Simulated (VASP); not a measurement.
# C in VASP: single point with PBE+D3(BJ)

Aim: the single point of C with PBE+D3(BJ).

Everything below comes from runs of VASP 6.6.1. Logs are shortened: lines on timing, memory, paths and dates and some standing lists are left out, and cuts for length are marked.

**1. The cell of the first run**

The cell holds a slab with vacuum, 4 atoms: a = 2.466 Å, b = 2.466 Å, c = 17.500 Å, α = 90.00°, β = 90.00°, γ = 120.00°.

**2. Single point, PBE+D3(BJ)**

INCAR reads:

```
PREC = Accurate
ENCUT = 520
EDIFF = 1E-6
ISMEAR = 0
SIGMA = 0.1
LREAL = F
LASPH = T
NELM = 100
ALGO = Normal
ISIF = 2
LWAVE = F
LCHARG = F
LDIPOL = T
IDIPOL = 3
DIPOL = 0.5 0.5 0.355
GGA = PE
IVDW = 12
NBANDS = 16
```

KPOINTS reads:

```
Automatic mesh
0
Gamma
  15 15 1
```

POSCAR reads:

```
C
1.0
    2.4656677095      0.0000000000      0.0000000000
   -1.2328338548      2.1353308737      0.0000000000
    0.0000000000      0.0000000000     17.5000661139
C
4
Direct
    0.6666666667      0.3333333333      0.2571567982
    0.3333333333      0.6666666667      0.2571425804
    0.8333333333      1.0000000000      0.4523495992
    0.5000000000      1.3333333333      0.4523305526
```

Potentials or basis: VASP PAW PBE potentials, release 64 (C).

Launch:

```console
cat potpaw_PBE.64/C/POTCAR > POTCAR
mpirun -np 1 vasp_std > vasp.out
```

OUTCAR:

```text
PREC = Accurate
   ENCUT = 520
   EDIFF = 1E-6
   ISMEAR = 0
   LREAL = F
   LASPH = T
   NELM = 100
   ISIF = 2
   GGA = PE
   IVDW = 12
 IVDW          = 12

 ion  position               nearest neighbor table
   1  0.667  0.333  0.257-   2 1.42   2 1.42   2 1.42
   2  0.333  0.667  0.257-   1 1.42   1 1.42   1 1.42
   3  0.833  0.000  0.452-   4 1.42   4 1.42   4 1.42
   4  0.500  0.333  0.452-   3 1.42   3 1.42   3 1.42

  LATTYP: Found a hexagonal cell.
 ALAT       =     2.4656677095
 C/A-ratio  =     7.0974957601

  Lattice vectors:

 A1 = (   2.4656677095,   0.0000000000,   0.0000000000)
 A2 = (  -1.2328338548,   2.1353308737,   0.0000000000)
 A3 = (   0.0000000000,   0.0000000000,  17.5000661139)

Analysis of symmetry for initial positions (statically):
=====================================================================
 Subroutine PRICEL returns:
 Original cell was already a primitive cell.

 Routine SETGRP: Setting up the symmetry group for a
 hexagonal supercell.

 Subroutine GETGRP returns: Found  2 space group operations
 (whereof  1 operations were pure point group operations)
 out of a pool of 24 trial point group operations.

The static configuration has the point symmetry C_1 .
 The point group associated with its full space group is S_2 .

Analysis of symmetry for dynamics (positions and initial velocities):
=====================================================================
 Subroutine PRICEL returns:
 Original cell was already a primitive cell.

 Routine SETGRP: Setting up the symmetry group for a
 hexagonal supercell.

 Subroutine GETGRP returns: Found  2 space group operations
 (whereof  1 operations were pure point group operations)
 out of a pool of 24 trial point group operations.

The dynamic configuration has the point symmetry C_1 .
 The point group associated with its full space group is S_2 .

 Subroutine INISYM returns: Found  2 space group operations
 (whereof  1 operations are pure point group operations),
 and found     1 'primitive' translations

----------------------------------------------------------------------------------------

                                     Primitive cell

  volume of cell :      92.1381

  direct lattice vectors                    reciprocal lattice vectors
     2.465667709  0.000000000  0.000000000     0.405569654  0.234155749  0.000000000
    -1.232833855  2.135330874  0.000000000     0.000000000  0.468311498  0.000000000
     0.000000000  0.000000000 17.500066114     0.000000000  0.000000000  0.057142641

  length of vectors
     2.465667709  2.465667710 17.500066114     0.468311498  0.468311498  0.057142641

  position of ions in fractional coordinates (direct lattice)
     0.666666667  0.333333333  0.257156798
     0.333333333  0.666666667  0.257142580
     0.833333333  0.000000000  0.452349599
     0.500000000  0.333333333  0.452330553

  ion indices of the primitive-cell ions
   primitive index   ion index
                 1           1
                 2           2
                 3           3
                 4           4

----------------------------------------------------------------------------------------

 KPOINTS: Automatic mesh

Automatic generation of k-mesh.
 Grid dimensions read from file:
 generate k-points for:   15   15    1

 Generating k-lattice:

  Cartesian coordinates                     Fractional coordinates (reciprocal lattice)
     0.027037977  0.015610383  0.000000000     0.066666667  0.000000000  0.000000000
     0.000000000  0.031220767  0.000000000     0.000000000  0.066666667  0.000000000
     0.000000000  0.000000000  0.057142641     0.000000000  0.000000000  1.000000000

  Length of vectors
     0.031220767  0.031220767  0.057142641

  Shift w.r.t. Gamma in fractional coordinates (k-lattice)
     0.000000000  0.000000000  0.000000000

 Subroutine IBZKPT returns following result:
 ===========================================

 Found    113 irreducible k-points:

 Following reciprocal coordinates:
            Coordinates               Weight
  0.000000  0.000000  0.000000      1.000000
  0.066667  0.000000  0.000000      2.000000
  0.000000  0.066667  0.000000      2.000000
 -0.066667  0.066667  0.000000      2.000000
  0.133333  0.000000  0.000000      2.000000
  0.000000  0.133333  0.000000      2.000000
[... 16 lines left out ...]
  0.066667  0.066667  0.000000      2.000000
 -0.066667  0.133333  0.000000      2.000000
 [... further k-points ...]
   k-points           NKPTS =    113   k-points in BZ     NKDIM =    113   number of bands    NBANDS=     16
   number of dos      NEDOS =    301   number of ions     NIONS =      4
   total plane-waves  NPLWV =  45360
   dimension x,y,z NGX =    18 NGY =   18 NGZ =  140
   dimension x,y,z NGXF=    36 NGYF=   36 NGZF=  280
   ions per type =               4
   NGX,Y,Z   is equivalent  to a cutoff of  12.14, 12.14, 13.30 a.u.
   NGXF,Y,Z  is equivalent  to a cutoff of  24.27, 24.27, 26.60 a.u.
 SYSTEM =  unknown system
   PREC   = accura    normal or accurate (medium, high low for compatibility)
   ISTART =      0    job   : 0-new  1-cont  2-samecut
   ICHARG =      2    charge: 1-file 2-atom 10-const
   ISPIN  =      1    spin polarized calculation?
   LNONCOLLINEAR =      F non collinear calculations
   LSORBIT =      F    spin-orbit coupling
   LASPH  =      T    aspherical Exc in radial PAW
   ENCUT  =  520.0 eV  38.22 Ry    6.18 a.u.   4.58  4.58 32.54*2*pi/ulx,y,z
   NELM   =    100;   NELMIN=  2; NELMDL= -5     # of ELM steps
   EDIFF  = 0.1E-05   stopping-criterion for ELM
   LREAL  =      F    real-space projection
   EDIFFG = 0.1E-04   stopping-criterion for IOM
   NSW    =      0    number of steps for IOM
   IBRION =     -1    ionic relax: 0-MD 1-quasi-New 2-CG
   NFREE  =      0    steps in history (QN), initial steepest desc. (CG)
   ISIF   =      2    stress and relaxation
   ISYM   =      2    0-nonsym 1-usesym 2-fastsym
   POTIM  = 0.5000    time-step for ionic-motion
   TEBEG  =    0.0;   TEEND  =   0.0 temperature during run
   PSTRESS=    0.0 pullay stress
   NELECT =      16.0000    total number of electrons
   NUPDOWN=      -1.0000    fix difference up-down
   EMIN   =  10.00;   EMAX   =-10.00  energy-range for DOS
   EFERMI =   0.00;   METHOD = LEGACY
   ISMEAR =     0;   SIGMA  =   0.10  broadening in eV -4-tet -1-fermi 0-gaus
   EFERMI_NEDOS =   21; number of points for ismear=-14 and -15
   IALGO  =     38    algorithm
   IMIX   =      4    mixing-type and parameters
     AMIX     =   0.40;   BMIX     =  1.00
     AMIX_MAG =   1.60;   BMIX_MAG =  1.00
  volume/ion in A,a.u.               =      23.03       155.44
  Fermi-wavevector in a.u.,A,eV,Ry     =   0.913345  1.725972 11.349976  0.834200
  Thomas-Fermi vector in A             =   2.037846
   LORBIT       =      0    0 simple, 1 ext, 2 COOP (PROOUT), +10 PAW based schemes
   GGA     = PE    functional components
   LHFCALC =     F    Hartree Fock is set to
   AEXX    =    0.0000 exact exchange contribution
   IVDW    =    12    specifies the selected vdW correction
   LEPSILON=     F    determine dielectric tensor
   LRPA    =     F    only Hartree local field effects (RPA)
 non-spin polarized calculation
 Gauss-broadening in eV      SIGMA  =   0.10
  energy-cutoff  :      520.00
  volume of cell :       92.14
 maximum number of plane-waves:      2521
   NGX =  9   NGY =  9   NGZ = 65

 dipolmoment           0.000000      0.000000     -0.000000 electrons x Angstroem

 number of electron      15.9999996 magnetization

 dipolmoment           0.000000      0.000000      0.000327 electrons x Angstroem

 Free energy of the ion-electron system (eV)
  ---------------------------------------------------
  ext. energy  EPLUGINS =         0.00000000
  ---------------------------------------------------
  free energy    TOTEN  =       -36.87718148 eV

  energy without entropy =      -36.87681370  energy(sigma->0) =      -36.87699759

 E-fermi :  -0.8366     XC(G=0):  -4.4434

 val. band max:       -0.9367897272   @ k =   0.3333   0.3333   0.0000
 cond. band min:      -0.7364299693   @ k =   0.3333   0.3333   0.0000
 fundamental gap:      0.2003597580
 Fermi energy:        -0.8366069597

 k-point     1 :       0.0000    0.0000    0.0000
  band No.  band energies     occupation
      1     -20.4138      2.00000
      2     -20.2828      2.00000
      3      -8.8804      2.00000
      4      -7.9905      2.00000
      5      -3.8711      2.00000
      6      -3.8679      2.00000
[... 8 lines left out ...]
     15       7.4842      0.00000
     16       7.4916      0.00000

 k-point     2 :       0.0667    0.0000    0.0000
  band No.  band energies     occupation
      1     -20.3083      2.00000
      2     -20.1782      2.00000
      3      -8.7533      2.00000
      4      -7.8670      2.00000
      5      -4.2948      2.00000
      6      -4.2840      2.00000
[... 8 lines left out ...]
     15       7.5486      0.00000
     16       7.9222      0.00000

 k-point     3 :       0.0000    0.0667    0.0000
  band No.  band energies     occupation
      1     -20.3083      2.00000
      2     -20.1782      2.00000
      3      -8.7533      2.00000
      4      -7.8671      2.00000
      5      -4.2957      2.00000
      6      -4.2828      2.00000
[... 8 lines left out ...]
     15       7.5551      0.00000
     16       7.9327      0.00000
[... 362 lines left out ...]
 k-point    23 :       0.0667    0.0667    0.0000
  band No.  band energies     occupation
      1     -20.0977      2.00000
      2     -19.9693      2.00000
      3      -8.5002      2.00000
      4      -7.6213      2.00000
      5      -5.0168      2.00000
      6      -5.0111      2.00000
[... 8 lines left out ...]
     15       7.7326      0.00000
     16       8.7684      0.00000

 k-point    24 :      -0.0667    0.1333    0.0000
  band No.  band energies     occupation
      1     -20.0976      2.00000
      2     -19.9693      2.00000
      3      -8.4999      2.00000
      4      -7.6216      2.00000
      5      -5.0240      2.00000
      6      -5.0032      2.00000
[... 8 lines left out ...]
     15       7.7505      0.00000
     16       8.7691      0.00000

 [... further k-points ...]

------------------------ aborting loop because EDIFF is reached ----------------------------------------

 vacuum level on the upper side and lower side of the slab       (xc-potential included)        -0.115        -0.127

 Edisp (eV)   -0.47365

 E8    (eV) :    -0.1413

  FORCE on cell =-STRESS in cart. coord.  units (eV):
  Direction    XX          YY          ZZ          XY          YZ          ZX
  --------------------------------------------------------------------------------------
  -------------------------------------------------------------------------------------
  Total       0.11520     0.12102    -0.02558    -0.01821    -0.01381     0.02512
  in kB       2.00314     2.10448    -0.44474    -0.31666    -0.24021     0.43682
  external pressure =        1.22 kB  Pullay stress =        0.00 kB

 VOLUME and BASIS-vectors are now :
 -----------------------------------------------------------------------------
  energy-cutoff  :      520.00
  volume of cell :       92.14
      direct lattice vectors                 reciprocal lattice vectors
     2.465667709  0.000000000  0.000000000     0.405569654  0.234155749  0.000000000
    -1.232833855  2.135330874  0.000000000     0.000000000  0.468311498  0.000000000
     0.000000000  0.000000000 17.500066114     0.000000000  0.000000000  0.057142641

 POSITION                                       TOTAL-FORCE (eV/Angst)
 -----------------------------------------------------------------------------------
      1.23283      0.71178      4.50026        -0.004612      0.001426      0.000382
     -0.00000      1.42355      4.50001        -0.002744      0.002614     -0.000361
      2.05472      0.00000      7.91615         0.002744     -0.002614      0.000361
      0.82189      0.71178      7.91581         0.004612     -0.001426     -0.000382
 -----------------------------------------------------------------------------------
    total drift:                                0.000004      0.000002      0.075287

  FREE ENERGIE OF THE ION-ELECTRON SYSTEM (eV)
  ---------------------------------------------------
  free  energy   TOTEN  =       -37.3508292923 eV

  energy  without entropy=      -37.3504615117  energy(sigma->0) =      -37.35064540

 vacuum level on the upper side and lower side of the slab         3.387         3.374
```

Run time: 2 min. Hardware: 1 thread of Intel Xeon 6975P-C (Granite Rapids), shared host; peak memory 0.27 GiB.

What came out:

```
Free energy                : -37.3508 eV
Largest force              : 0.005 eV/Å
Band gap on the k mesh     : 0.20 eV, direct
Dispersion energy per atom : -0.118 eV
```

Forces in eV/Å, atoms in the order of the input:
```
C   -0.005  0.001  0.000
C   -0.003  0.003  0.000
C    0.003 -0.003  0.000
C    0.005 -0.001  0.000
```

Levels at points of the mesh, in eV from the valence-band top:
```tsv
k point	band 6	band 7	band 8	band 9	band 10	band 11
(0.00, 0.00, 0.00)	-2.93	-2.93	-2.92	3.50	3.96	4.88
```
